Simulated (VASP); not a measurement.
Here is a VASP 6.6.1 calculation.

Contents of POSCAR:

```
NiMoIrPdW
1.0
    4.0804214223      0.0000028611      0.0000000000
   -2.0402131889      3.5337471794      0.0000000000
    0.0000000000      0.0000000000      5.4247675624
Ni Mo Pd Ir W
1 1 1 1 1
Direct
    0.0000000000      0.0000000000      0.9547624236
    0.6666666667      0.3333333333      0.9645451751
    0.6666666667      0.3333333333      0.4650351812
    0.3333333333      0.6666666667      0.7239024902
    0.3333333333      0.6666666667      0.2362047299
```

File INCAR.step1:

```
  ALGO = Normal
  EDIFF = 1E-4
  ENCUT = 520
  GGA = PE
  ISMEAR = -1
  ISPIN = 2
  LASPH = True
  LCHARG = False
  LMAXMIX = 4
  LREAL = False
  LWAVE = True
  MAGMOM = 1 1 0 0.6 0
  NBANDS = 40
  NELM = 150
  PREC = Accurate
  SIGMA = 0.05
```

File INCAR.step2:

```
  ALGO = Normal
  EDIFF = 1E-6
  ENCUT = 520
  ISIF = 2
  ISMEAR = -1
  ISPIN = 2
  ISTART = 1
  LASPH = True
  LCHARG = False
  LMAXMIX = 4
  LMIXTAU = True
  LORBIT = 11
  LREAL = False
  LWAVE = False
  MAGMOM = 1 1 0 0.6 0
  METAGGA = R2SCAN
  NBANDS = 40
  NELM = 150
  PREC = Accurate
  SIGMA = 0.05
```

Contents of KPOINTS:

```
k-points
0
Gamma
  6 6 4
```

Potentials or basis: VASP PAW PBE potentials, release 64 (Ni, Mo_sv, Pd, Ir, W_sv).

Launch:

```console
$ cat potpaw_PBE.64/Ni/POTCAR potpaw_PBE.64/Mo_sv/POTCAR potpaw_PBE.64/Pd/POTCAR potpaw_PBE.64/Ir/POTCAR potpaw_PBE.64/W_sv/POTCAR > POTCAR
$ cp INCAR.step1 INCAR
$ mpirun -np 1 vasp_std > vasp.out
$ cp INCAR.step2 INCAR
$ mpirun -np 1 vasp_std > vasp.out
```

**Question.** What does it give for the net moment?

**Answer.** 0.00 μB per cell.

**Question.** Predict the largest force.

**Answer.** 0.020 eV/Å.

**Question.** Predict the pressure.

**Answer.** 1.0 GPa.

Stress tensor (GPa, compression positive):
```
1.00 0.00 0.00
0.00 1.00 0.00
0.00 0.00 1.10
```

Caveat: the PAW data sets were made with another functional, which shifts forces and pressure a little.
